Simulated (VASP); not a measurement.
Write the native input for VASP 6.6.1 that does the following.

```yaml
Task: single point
Functional: PBE
Potentials_or_basis: VASP PAW PBE potentials, release 64 (Cr_pv, O)
Cutoff: 520 eV
k_mesh: 4 × 4 × 6
Occupations: gaussian, width 0.05 eV
Spin: collinear spin, ferromagnetic start
Starting_moments: "[2.0, 2.0, 0.0, 0.0, 0.0, 0.0] μB"
Hubbard_terms: Cr d U = 2.0 eV
Dipole_correction: no
Further_INCAR_settings: ALGO = Fast; EDIFF = 1e-06; NBANDS = 37
```

The structure of CrO2 lies in POSCAR:

```
CrO2
1.0
    4.4210008300      0.0000000000      0.0000000000
    0.0000000000      4.4210008300      0.0000000000
    0.0000000000      0.0000000000      2.9170005500
Cr O
2 4
Direct
    0.0000000000      0.0000000000      0.0000000000
    0.5000000000      0.5000000000      0.5000000000
    0.3010000000      0.3010000000      0.0000000000
    0.1990000000      0.8010000000      0.5000000000
    0.6990000000      0.6990000000      0.0000000000
    0.8010000000      0.1990000000      0.5000000000
```

One way to write it, as run:

INCAR

```
PREC     = Accurate       # precision mode
ENCUT    = 520            # plane-wave cutoff, eV
EDIFF    = 1E-6           # SCF threshold, eV
ISMEAR   = 0              # smearing method
SIGMA    = 0.05           # smearing width, eV
LREAL    = False          # projectors in reciprocal space
LASPH    = True           # aspherical terms in the spheres
NELM     = 150            # most SCF steps
ALGO     = Fast           # electronic algorithm
ISIF     = 2              # what is computed and relaxed
LWAVE    = False          # write WAVECAR
LCHARG   = False          # write CHGCAR
ISPIN    = 2              # spin polarisation
MAGMOM   = 2 2 0 0 0 0    # initial moments
LORBIT   = 11             # projections on sites
LMAXMIX  = 4              # l up to which the mixer works
LDAU     = True           # DFT+U
LDAUTYPE = 2            
LDAUL    = 2 -1           # shell
LDAUU    = 2 0            # U, eV
LDAUJ    = 0 0          
LDAUPRINT= 1            
GGA      = PE             # functional
NBANDS   = 37             # bands
```

KPOINTS

```
Automatic mesh
0
Gamma
  4 4 6
```

Potentials or basis: VASP PAW PBE potentials, release 64 (Cr_pv, O).

Command:

```console
$ cat potpaw_PBE.64/Cr_pv/POTCAR potpaw_PBE.64/O/POTCAR > POTCAR
$ mpirun -np 1 vasp_std > vasp.out
```

Results of the run:

```
Pressure                                              : 7.4 GPa
Largest force                                         : 0.059 eV/Å
Band gap on the k mesh                                : zero (filled and empty bands overlap)
Net moment                                            : 4.00 μB per cell
Site moments                                          : Cr +2.26; O -0.14 μB
Valence electrons inside the program's atomic spheres : Cr 10.84; O 5.04
```

Caveat: the cell stands under pressure; the run started ferromagnetic, and an antiferromagnetic order may lie lower in energy.

Wall time 3.8 min on 1 thread of Oxide Virtual Turin-like Processor, on a shared host, peak memory 0.2 GiB.
